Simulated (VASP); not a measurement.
# NaBeF3 (Pm-3m) in VASP: further runs

Runs on NaBeF3. Level: PBE. Tasks: single point.

Program: VASP 6.6.1. These are calculated values, not measurements. Logs are shortened: lines on timing, memory, paths and dates and some standing lists are left out, and cuts for length are marked.

## (1) The cell of the first run

The structure is cubic, space group Pm-3m (No. 221). Conventional cell: a = 3.569 Å, b = 3.569 Å, c = 3.569 Å, α = 90.00°, β = 90.00°, γ = 90.00°. Na (site symmetry m-3m) has 12 F at 2.52 Å and 8 Be at 3.09 Å within 3.3 Å. Within 2.4 Å of Be (site symmetry m-3m) lie 6 F at 1.78 Å. Within 2.4 Å of F (site symmetry 4/mmm) lie 2 Be at 1.78 Å.

## (2) Single point, PBE

The input, INCAR:

```
PREC = Accurate
ENCUT = 520
EDIFF = 1E-6
ISMEAR = 0
SIGMA = 0.1
LREAL = False
LASPH = True
NELM = 60
ALGO = Normal
ISIF = 2
LWAVE = False
LCHARG = True
GGA = PE
LELF = True
LVHAR = True
NBANDS = 23
```

The input, KPOINTS:

```
regular mesh
0
Gamma
  4 4 4
```

The input, POSCAR:

```
NaBeF3
1.0
    3.5689295792      0.0000000000      0.0000000000
    0.0000000000      3.5689295792      0.0000000000
    0.0000000000      0.0000000000      3.5689295792
Na Be F
1 1 3
Direct
    0.0000000000      0.0000000000      0.0000000000
    0.5000000000      0.5000000000      0.5000000000
    0.0000000000      0.5000000000      0.5000000000
    0.5000000000      0.0000000000      0.5000000000
    0.5000000000      0.5000000000      0.0000000000
```

Potentials or basis: VASP PAW PBE potentials, release 64 (Na_pv, Be, F).

Run with:

```sh
$ cat potpaw_PBE.64/Na_pv/POTCAR potpaw_PBE.64/Be/POTCAR potpaw_PBE.64/F/POTCAR > POTCAR
$ mpirun -np 1 vasp_std > vasp.out
```

OUTCAR:

```text
PREC = Accurate
   ENCUT = 520
   EDIFF = 1E-6
   ISMEAR = 0
   LREAL = False
   LASPH = True
   NELM = 60
   ISIF = 2
   GGA = PE

 ion  position               nearest neighbor table
   1  0.000  0.000  0.000-
   2  0.500  0.500  0.500-   3 1.78   4 1.78   5 1.78   5 1.78   4 1.78   3 1.78
   3  0.000  0.500  0.500-   2 1.78   2 1.78
   4  0.500  0.000  0.500-   2 1.78   2 1.78
   5  0.500  0.500  0.000-   2 1.78   2 1.78

  LATTYP: Found a simple cubic cell.
 ALAT       =     3.5689295792

  Lattice vectors:

 A1 = (   3.5689295792,   0.0000000000,   0.0000000000)
 A2 = (   0.0000000000,   3.5689295792,   0.0000000000)
 A3 = (   0.0000000000,   0.0000000000,   3.5689295792)

Analysis of symmetry for initial positions (statically):
=====================================================================
 Subroutine PRICEL returns:
 Original cell was already a primitive cell.

 Routine SETGRP: Setting up the symmetry group for a
 simple cubic supercell.

 Subroutine GETGRP returns: Found 48 space group operations
 (whereof 48 operations were pure point group operations)
 out of a pool of 48 trial point group operations.

The static configuration has the point symmetry O_h .

Analysis of symmetry for dynamics (positions and initial velocities):
=====================================================================
 Subroutine PRICEL returns:
 Original cell was already a primitive cell.

 Routine SETGRP: Setting up the symmetry group for a
 simple cubic supercell.

 Subroutine GETGRP returns: Found 48 space group operations
 (whereof 48 operations were pure point group operations)
 out of a pool of 48 trial point group operations.

The dynamic configuration has the point symmetry O_h .

 Subroutine INISYM returns: Found 48 space group operations
 (whereof 48 operations are pure point group operations),
 and found     1 'primitive' translations

----------------------------------------------------------------------------------------

                                     Primitive cell

  volume of cell :      45.4584

  direct lattice vectors                    reciprocal lattice vectors
     3.568929579  0.000000000  0.000000000     0.280196058  0.000000000  0.000000000
     0.000000000  3.568929579  0.000000000     0.000000000  0.280196058  0.000000000
[... 74 lines left out ...]
   ENCUT  =  520.0 eV  38.22 Ry    6.18 a.u.   6.64  6.64  6.64*2*pi/ulx,y,z
   NELM   =     60;   NELMIN=  2; NELMDL= -5     # of ELM steps
   EDIFF  = 0.1E-05   stopping-criterion for ELM
   LREAL  =      F    real-space projection
   EDIFFG = 0.1E-04   stopping-criterion for IOM
   NSW    =      0    number of steps for IOM
   IBRION =     -1    ionic relax: 0-MD 1-quasi-New 2-CG
   NFREE  =      0    steps in history (QN), initial steepest desc. (CG)
   ISIF   =      2    stress and relaxation
   ISYM   =      2    0-nonsym 1-usesym 2-fastsym
   POTIM  = 0.5000    time-step for ionic-motion
   TEBEG  =    0.0;   TEEND  =   0.0 temperature during run
   PSTRESS=    0.0 pullay stress
   NELECT =      30.0000    total number of electrons
   NUPDOWN=      -1.0000    fix difference up-down
   EMIN   =  10.00;   EMAX   =-10.00  energy-range for DOS
   EFERMI =   0.00;   METHOD = LEGACY
   ISMEAR =     0;   SIGMA  =   0.10  broadening in eV -4-tet -1-fermi 0-gaus
   EFERMI_NEDOS =   21; number of points for ismear=-14 and -15
   IALGO  =     38    algorithm
   IMIX   =      4    mixing-type and parameters
     AMIX     =   0.40;   BMIX     =  1.00
     AMIX_MAG =   1.60;   BMIX_MAG =  1.00
  volume/ion in A,a.u.               =       9.09        61.35
  Fermi-wavevector in a.u.,A,eV,Ry     =   1.425314  2.693453 27.640514  2.031520
  Thomas-Fermi vector in A             =   2.545712
   LORBIT       =      0    0 simple, 1 ext, 2 COOP (PROOUT), +10 PAW based schemes
   GGA     = PE    functional components
   LHFCALC =     F    Hartree Fock is set to
   AEXX    =    0.0000 exact exchange contribution
   IVDW    =     0    specifies the selected vdW correction
   LEPSILON=     F    determine dielectric tensor
   LRPA    =     F    only Hartree local field effects (RPA)
 non-spin polarized calculation
 Gauss-broadening in eV      SIGMA  =   0.10
  energy-cutoff  :      520.00
  volume of cell :       45.46
 maximum number of plane-waves:      1237
 NGX is ok and might be reduce to    28
   NGX = 13   NGY = 13   NGZ = 13

 number of electron      30.0000042 magnetization

 Free energy of the ion-electron system (eV)
  ---------------------------------------------------
  ext. energy  EPLUGINS =         0.00000000
  ---------------------------------------------------
  free energy    TOTEN  =       -24.90521747 eV

  energy without entropy =      -24.90521747  energy(sigma->0) =      -24.90521747

 E-fermi :   0.4946     XC(G=0): -10.3397

 val. band max:       -0.0226078289   @ k =   0.5000   0.5000   0.5000
 cond. band min:       7.4275820500   @ k =   0.0000   0.0000   0.0000
 fundamental gap:      7.4501898789
 Fermi energy:         0.4945677446

 k-point     1 :       0.0000    0.0000    0.0000
  band No.  band energies     occupation
      1     -21.6123      2.00000
      2     -19.9539      2.00000
      3     -19.9539      2.00000
      4     -19.6093      2.00000
      5     -19.6093      2.00000
      6     -19.6093      2.00000
[... 249 lines left out ...]
     22      15.9517      0.00000
     23      16.9012      0.00000

------------------------ aborting loop because EDIFF is reached ----------------------------------------

  FORCE on cell =-STRESS in cart. coord.  units (eV):
  Direction    XX          YY          ZZ          XY          YZ          ZX
  --------------------------------------------------------------------------------------
  -------------------------------------------------------------------------------------
  Total       -0.0578255     -0.0578255     -0.0578255      0.0000000     -0.0000000      0.0000000
  in kB       -2.0380569     -2.0380569     -2.0380569      0.0000000     -0.0000000      0.0000000
  external PRESSURE =      -2.0380569 kB  Pullay stress =       0.0000000 kB

 VOLUME and BASIS-vectors are now :
 -----------------------------------------------------------------------------
  energy-cutoff  :      520.00
  volume of cell :       45.46
      direct lattice vectors                 reciprocal lattice vectors
     3.568929579  0.000000000  0.000000000     0.280196058  0.000000000  0.000000000
     0.000000000  3.568929579  0.000000000     0.000000000  0.280196058  0.000000000
     0.000000000  0.000000000  3.568929579     0.000000000  0.000000000  0.280196058

 POSITION                                       TOTAL-FORCE (eV/Angst)
 -----------------------------------------------------------------------------------
      0.00000      0.00000      0.00000         0.000000      0.000000      0.000000
      1.78446      1.78446      1.78446         0.000000      0.000000      0.000000
      0.00000      1.78446      1.78446         0.000000      0.000000      0.000000
      1.78446      0.00000      1.78446         0.000000      0.000000      0.000000
      1.78446      1.78446      0.00000         0.000000      0.000000      0.000000
 -----------------------------------------------------------------------------------
    total drift:                                0.000000      0.000000      0.000000

  FREE ENERGIE OF THE ION-ELECTRON SYSTEM (eV)
  ---------------------------------------------------
  free  energy   TOTEN  =       -24.9052174660 eV

  energy  without entropy=      -24.9052174660  energy(sigma->0) =      -24.90521747
```

OSZICAR:

```text
N       E                     dE             d eps       ncg     rms          rms(c)
DAV:   1     0.272628910126E+03    0.27263E+03   -0.16243E+04   483   0.150E+03
DAV:   2    -0.728087884419E+01   -0.27991E+03   -0.25811E+03   519   0.432E+02
DAV:   3    -0.261286831368E+02   -0.18848E+02   -0.18744E+02   593   0.109E+02
DAV:   4    -0.263845089184E+02   -0.25583E+00   -0.25578E+00   488   0.141E+01
DAV:   5    -0.263879793680E+02   -0.34704E-02   -0.34704E-02   530   0.158E+00    0.759E+00
DAV:   6    -0.249148939680E+02    0.14731E+01   -0.41850E+00   553   0.159E+01    0.222E+00
DAV:   7    -0.249059091180E+02    0.89849E-02   -0.75386E-02   526   0.244E+00    0.142E+00
DAV:   8    -0.249049526791E+02    0.95644E-03   -0.28517E-02   568   0.258E+00    0.170E-01
DAV:   9    -0.249051536511E+02   -0.20097E-03   -0.37876E-03   553   0.500E-01    0.653E-02
DAV:  10    -0.249052182199E+02   -0.64569E-04   -0.19025E-04   460   0.135E-01    0.799E-03
DAV:  11    -0.249052171443E+02    0.10756E-05   -0.96153E-06   614   0.477E-02    0.564E-03
DAV:  12    -0.249052174660E+02   -0.32175E-06   -0.14865E-06   370   0.109E-02
   1 F= -.24905217E+02 E0= -.24905217E+02  d E =-.125509E-13
```

stdout:

```text
POSCAR found type information on POSCAR NaBeF
 POSCAR found :  3 types and       5 ions
 scaLAPACK will be used
 LDA part: xc-table for (Slater+PW92), standard interpolation
 POSCAR, INCAR and KPOINTS ok, starting setup
 FFT: planning ... GRIDC
 FFT: planning ... GRID_SOFT
 FFT: planning ... GRID
 WAVECAR not read
 entering main loop
```

Run time: 5 s. Hardware: 1 thread of Intel Xeon 6975P-C (Granite Rapids), shared host; peak memory 0.14 GiB.

What came out:

```yaml
Free_energy: -24.9052 eV
Pressure: -0.2 GPa
Band_gap_on_the_k_mesh: 7.45 eV, indirect (least direct gap 8.10 eV)
```

Levels at points of the mesh, in eV from the valence-band top:
| k point | band 12 | band 13 | band 14 | band 15 | band 16 | band 17 | band 18 | band 19 |
| --- | --- | --- | --- | --- | --- | --- | --- | --- |
| (0.00, 0.00, 0.00) | -0.96 | -0.65 | -0.65 | -0.65 | 7.45 | 12.03 | 15.11 | 15.11 |
| (0.50, 0.00, 0.00) | -1.51 | -1.29 | -0.78 | -0.78 | 11.04 | 11.09 | 14.72 | 14.96 |
| (0.50, 0.50, 0.00) | -1.51 | -1.51 | -1.20 | -0.02 | 12.20 | 12.20 | 13.02 | 14.43 |
| (0.50, 0.50, 0.50) | -1.18 | 0.00 | 0.00 | 0.00 | 11.64 | 11.64 | 11.64 | 12.26 |

Caveat: the k points lie up to 0.44 Å⁻¹ apart. A hybrid or GW would open this gap; PBE tends to underestimate it.

## (3) Single point, PBE

This run uses another cell than the first one, of 12.30 Å³/atom, 1.353 times its volume.

The input, INCAR:

```
PREC = Accurate
ENCUT = 520
EDIFF = 1E-7
ISMEAR = 0
SIGMA = 0.1
LREAL = False
LASPH = True
NELM = 80
ALGO = Normal
ISIF = 2
LWAVE = False
LCHARG = False
GGA = PE
NBANDS = 23
```

KPOINTS is that of step 2.

POSCAR: that of step 2 with these lines changed.

```diff
@@ -2,5 +2,5 @@
 1.0
-    3.5689295792      0.0000000000      0.0000000000
-    0.0000000000      3.5689295792      0.0000000000
-    0.0000000000      0.0000000000      3.5689295792
+    3.9471500000      0.0000000000      0.0000000000
+    0.0000000000      3.9471500000      0.0000000000
+    0.0000000000      0.0000000000      3.9471500000
 Na Be F
```

Potentials or basis: VASP PAW PBE potentials, release 64 (Na_pv, Be, F).

Run with:

```sh
$ cat potpaw_PBE.64/Na_pv/POTCAR potpaw_PBE.64/Be/POTCAR potpaw_PBE.64/F/POTCAR > POTCAR
$ mpirun -np 1 vasp_std > vasp.out
```

OUTCAR:

```text
PREC = Accurate
   ENCUT = 520
   EDIFF = 1E-7
   ISMEAR = 0
   LREAL = False
   LASPH = True
   NELM = 80
   ISIF = 2
   GGA = PE

 ion  position               nearest neighbor table
   1  0.000  0.000  0.000-
   2  0.500  0.500  0.500-   3 1.97   4 1.97   5 1.97   5 1.97   4 1.97   3 1.97
   3  0.000  0.500  0.500-   2 1.97   2 1.97
   4  0.500  0.000  0.500-   2 1.97   2 1.97
   5  0.500  0.500  0.000-   2 1.97   2 1.97

  LATTYP: Found a simple cubic cell.
 ALAT       =     3.9471500000

  Lattice vectors:

 A1 = (   3.9471500000,   0.0000000000,   0.0000000000)
 A2 = (   0.0000000000,   3.9471500000,   0.0000000000)
 A3 = (   0.0000000000,   0.0000000000,   3.9471500000)

Analysis of symmetry for initial positions (statically):
=====================================================================
 Subroutine PRICEL returns:
 Original cell was already a primitive cell.

 Routine SETGRP: Setting up the symmetry group for a
 simple cubic supercell.

 Subroutine GETGRP returns: Found 48 space group operations
 (whereof 48 operations were pure point group operations)
 out of a pool of 48 trial point group operations.

The static configuration has the point symmetry O_h .

Analysis of symmetry for dynamics (positions and initial velocities):
=====================================================================
 Subroutine PRICEL returns:
 Original cell was already a primitive cell.

 Routine SETGRP: Setting up the symmetry group for a
 simple cubic supercell.

 Subroutine GETGRP returns: Found 48 space group operations
 (whereof 48 operations were pure point group operations)
 out of a pool of 48 trial point group operations.
[... 106 lines left out ...]
   EFERMI =   0.00;   METHOD = LEGACY
   ISMEAR =     0;   SIGMA  =   0.10  broadening in eV -4-tet -1-fermi 0-gaus
   EFERMI_NEDOS =   21; number of points for ismear=-14 and -15
   IALGO  =     38    algorithm
   IMIX   =      4    mixing-type and parameters
     AMIX     =   0.40;   BMIX     =  1.00
     AMIX_MAG =   1.60;   BMIX_MAG =  1.00
  volume/ion in A,a.u.               =      12.30        83.00
  Fermi-wavevector in a.u.,A,eV,Ry     =   1.288739  2.435363 22.597210  1.660848
  Thomas-Fermi vector in A             =   2.420674
   LORBIT       =      0    0 simple, 1 ext, 2 COOP (PROOUT), +10 PAW based schemes
   GGA     = PE    functional components
   LHFCALC =     F    Hartree Fock is set to
   AEXX    =    0.0000 exact exchange contribution
   IVDW    =     0    specifies the selected vdW correction
   LEPSILON=     F    determine dielectric tensor
   LRPA    =     F    only Hartree local field effects (RPA)
 non-spin polarized calculation
 Gauss-broadening in eV      SIGMA  =   0.10
  energy-cutoff  :      520.00
  volume of cell :       61.50
 maximum number of plane-waves:      1671
 NGX is ok and might be reduce to    30
   NGX = 15   NGY = 15   NGZ = 15

 number of electron      29.9999974 magnetization

 Free energy of the ion-electron system (eV)
  ---------------------------------------------------
  ext. energy  EPLUGINS =         0.00000000
  ---------------------------------------------------
  free energy    TOTEN  =       -23.85730411 eV

  energy without entropy =      -23.85730411  energy(sigma->0) =      -23.85730411

 E-fermi :  -1.4584     XC(G=0):  -8.8996

 val. band max:       -1.9378546962   @ k =   0.5000   0.5000   0.5000
 cond. band min:       3.4264352313   @ k =   0.0000   0.0000   0.0000
 fundamental gap:      5.3642899275
 Fermi energy:        -1.4583574861

 k-point     1 :       0.0000    0.0000    0.0000
  band No.  band energies     occupation
      1     -22.2542      2.00000
      2     -21.9855      2.00000
      3     -21.9855      2.00000
      4     -21.9855      2.00000
      5     -21.4264      2.00000
      6     -21.4264      2.00000
[... 249 lines left out ...]
     22      11.4531      0.00000
     23      11.4531      0.00000

------------------------ aborting loop because EDIFF is reached ----------------------------------------

  FORCE on cell =-STRESS in cart. coord.  units (eV):
  Direction    XX          YY          ZZ          XY          YZ          ZX
  --------------------------------------------------------------------------------------
  -------------------------------------------------------------------------------------
  Total       -6.3734732     -6.3734732     -6.3734732     -0.0000000      0.0000000      0.0000000
  in kB     -166.0488427   -166.0488427   -166.0488427     -0.0000000      0.0000000      0.0000000
  external PRESSURE =    -166.0488427 kB  Pullay stress =       0.0000000 kB

 VOLUME and BASIS-vectors are now :
 -----------------------------------------------------------------------------
  energy-cutoff  :      520.00
  volume of cell :       61.50
      direct lattice vectors                 reciprocal lattice vectors
     3.947150000  0.000000000  0.000000000     0.253347352  0.000000000  0.000000000
     0.000000000  3.947150000  0.000000000     0.000000000  0.253347352  0.000000000
     0.000000000  0.000000000  3.947150000     0.000000000  0.000000000  0.253347352

 POSITION                                       TOTAL-FORCE (eV/Angst)
 -----------------------------------------------------------------------------------
      0.00000      0.00000      0.00000         0.000000      0.000000      0.000000
      1.97358      1.97358      1.97358         0.000000      0.000000      0.000000
      0.00000      1.97358      1.97358         0.000000      0.000000      0.000000
      1.97358      0.00000      1.97358         0.000000      0.000000      0.000000
      1.97358      1.97358      0.00000         0.000000      0.000000      0.000000
 -----------------------------------------------------------------------------------
    total drift:                                0.000000      0.000000     -0.000000

  FREE ENERGIE OF THE ION-ELECTRON SYSTEM (eV)
  ---------------------------------------------------
  free  energy   TOTEN  =       -23.8573041072 eV

  energy  without entropy=      -23.8573041072  energy(sigma->0) =      -23.85730411
```

OSZICAR:

```text
N       E                     dE             d eps       ncg     rms          rms(c)
DAV:   1     0.269611880230E+03    0.26961E+03   -0.15641E+04   468   0.138E+03
DAV:   2    -0.504727472875E+01   -0.27466E+03   -0.25458E+03   565   0.395E+02
DAV:   3    -0.253177431789E+02   -0.20270E+02   -0.20160E+02   572   0.109E+02
DAV:   4    -0.256216832370E+02   -0.30394E+00   -0.30386E+00   488   0.145E+01
DAV:   5    -0.256267636973E+02   -0.50805E-02   -0.50804E-02   537   0.187E+00    0.795E+00
DAV:   6    -0.238859957403E+02    0.17408E+01   -0.55801E+00   516   0.163E+01    0.276E+00
DAV:   7    -0.238624858042E+02    0.23510E-01   -0.77148E-02   495   0.247E+00    0.159E+00
DAV:   8    -0.238568374424E+02    0.56484E-02   -0.53017E-02   488   0.381E+00    0.199E-01
DAV:   9    -0.238573150496E+02   -0.47761E-03   -0.74368E-03   516   0.721E-01    0.110E-01
DAV:  10    -0.238573081146E+02    0.69350E-05   -0.62968E-04   483   0.229E-01    0.179E-02
DAV:  11    -0.238573029514E+02    0.51632E-05   -0.25474E-05   538   0.916E-02    0.572E-03
DAV:  12    -0.238573042437E+02   -0.12923E-05   -0.45989E-06   482   0.153E-02    0.222E-03
DAV:  13    -0.238573041402E+02    0.10355E-06   -0.44025E-07   467   0.727E-03    0.657E-04
DAV:  14    -0.238573041072E+02    0.33036E-07   -0.39440E-08   279   0.222E-03
   1 F= -.23857304E+02 E0= -.23857304E+02  d E =-.724298E-12
```

Run time: 6.2 s. Hardware: 1 thread of Intel Xeon 6975P-C (Granite Rapids), shared host; peak memory 0.16 GiB.

Results:

```
Free energy            : -23.8573 eV
Pressure               : -16.6 GPa
Band gap on the k mesh : 5.36 eV, indirect (least direct gap 5.85 eV)
```

Levels at points of the mesh, in eV from the valence-band top:
```tsv
k point	band 12	band 13	band 14	band 15	band 16	band 17	band 18	band 19
(0.00, 0.00, 0.00)	-0.61	-0.49	-0.49	-0.49	5.36	9.50	13.52	13.52
(0.50, 0.00, 0.00)	-0.95	-0.79	-0.53	-0.53	8.19	8.80	12.26	12.37
(0.50, 0.50, 0.00)	-0.99	-0.94	-0.94	-0.01	9.75	9.75	10.46	10.70
(0.50, 0.50, 0.50)	-0.98	0.00	0.00	0.00	9.55	9.55	9.55	10.61
```

A k mesh can miss the band edges. PBE gaps usually lie below the measured ones, often by a third to a half.

[end of part 1 of 2]
